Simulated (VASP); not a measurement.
Input of a VASP 6.6.1 run:

Contents of INCAR:

```
PREC = Accurate
ENCUT = 600
EDIFF = 1E-6
ISMEAR = -1
SIGMA = 0.1
LREAL = F
LASPH = T
NELM = 60
ALGO = Normal
ISIF = 4
LWAVE = F
LCHARG = F
GGA = PE
IBRION = 2
NSW = 50
EDIFFG = -0.005
```

Contents of KPOINTS:

```
Automatic mesh
0
Gamma
  14 14 13
```

File POSCAR:

```
Cl
1.0
    3.0039544441      0.0000000000      0.0000000000
   -1.5019772220      2.6015008604      0.0000000000
    0.0000000000      0.0000000000      1.7702711786
Cl
1
Direct
    0.0000000000      0.0000000000      0.0000000000
```

Potentials or basis: VASP PAW PBE potentials, release 64 (Cl).

The run is started by

```sh
$ cat potpaw_PBE.64/Cl/POTCAR > POTCAR
$ mpirun -np 1 vasp_std > vasp.out
```

Question: What does it give for the band gap on the k mesh?

Answer: Zero (an odd number of electrons rules out a gap without spin polarisation).

The path:
```csv
step,energy change (eV),largest force (eV/Å),pressure (GPa),volume (Å³)
1,0.0000,0.0000,111.70,13.83
2,0.3443,0.0000,97.56,13.83
3,-1.5795,0.0000,52.43,13.83
4,-1.6460,0.0000,52.22,13.83
5,-1.7557,0.0000,63.23,13.83
6,-1.7800,0.0000,53.46,13.83
7,-1.8218,0.0000,56.95,13.83
8,-1.8218,0.0000,57.34,13.83
9,-1.8218,0.0000,57.32,13.83
10,-1.8218,0.0000,57.30,13.83
11,-1.8218,0.0000,57.31,13.83
12,-1.8218,0.0000,57.31,13.83
13,-1.8218,0.0000,57.31,13.83
14,-1.8218,0.0000,57.31,13.83
15,-1.8218,0.0000,57.31,13.83
16,-1.8218,0.0000,57.31,13.83
17,-1.8218,0.0000,57.30,13.83
18,-1.8218,0.0000,57.29,13.83
19,-1.8218,0.0000,57.27,13.83
20,-1.8218,0.0000,57.25,13.83
21,-1.8219,0.0000,57.20,13.83
22,-1.8219,0.0000,57.10,13.83
23,-1.8219,0.0000,57.06,13.83
24,-1.8219,0.0000,57.04,13.83
25,-1.8219,0.0000,57.09,13.83
26,-1.8219,0.0000,57.08,13.83
27,-1.8219,0.0000,57.08,13.83
```

Caveat: a cell axis changed by over 15 % at a fixed basis, so the end point is rough; an odd number of electrons without spin polarisation forces a metal; a magnetic or distorted state may lie lower.
